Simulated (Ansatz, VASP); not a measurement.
Ta: VASP beside Ansatz

The input INCAR:

```
PREC = Accurate
ENCUT = 600
EDIFF = 1E-6
ISMEAR = -1
SIGMA = 0.08
LREAL = False
LASPH = True
NELM = 60
ALGO = Normal
ISIF = 3
LWAVE = False
LCHARG = False
GGA = PE
IBRION = 2
NSW = 60
EDIFFG = -0.005
```

File KPOINTS:

```
Automatic mesh
0
Gamma
  16 16 16
```

POSCAR

```
Ta
1.0
    0.0000000000      2.0923759827      2.0923759827
    2.0923759827      0.0000000000      2.0923759827
    2.0923759827      2.0923759827      0.0000000000
Ta
1
Direct
    0.0000000000      0.0000000000      0.0000000000
```

Input for Ansatz:

```yaml
crystal:
  lattice:
    - [0.0, 2.0923759827, 2.0923759827]
    - [2.0923759827, 0.0, 2.0923759827]
    - [2.0923759827, 2.0923759827, 0.0]
  atoms:
    - { symbol: Ta, position: [0.0, 0.0, 0.0] }
kpoints:
  mp_grid: { grid: [16, 16, 16] }
scf:
  occupations: { method: fermi_dirac, width: 0.08 }
hamiltonian:
  xc: pbe
  pseudopotentials: { kind: paw }
output:
  forces: true
  stress: true
relax:
  f_tol: 0.005
  max_steps: 40
  cell: {}
```

Alike in both runs: task relaxation of cell and atoms; functional PBE; k mesh 16 × 16 × 16; occupations fermi-dirac, width 0.08 eV; no spin polarisation.

|  | VASP | Ansatz |
| --- | --- | --- |
| version | VASP 6.6.1 | Ansatz 0.2.0 |
| potentials or method | VASP PAW PBE potentials, release 64 (Ta_pv) | PAW with Ansatz's default frozen-core files, scalar-relativistic |
| plane-wave cutoff (eV) | 600 | 420 |
| valence electrons in the cell | 11 | 13 |

```csv
,VASP,Ansatz,Ansatz less VASP
relaxed volume (Å³/atom),18.85,18.85,-0.003
relaxed cell length with the largest relative difference (Å),2.987,2.987,-0.0002
```

VASP's potentials hold 11 valence electrons a cell and Ansatz's 13, so a difference there can come from the potentials and not from the codes.

Neither program's run includes spin-orbit coupling.
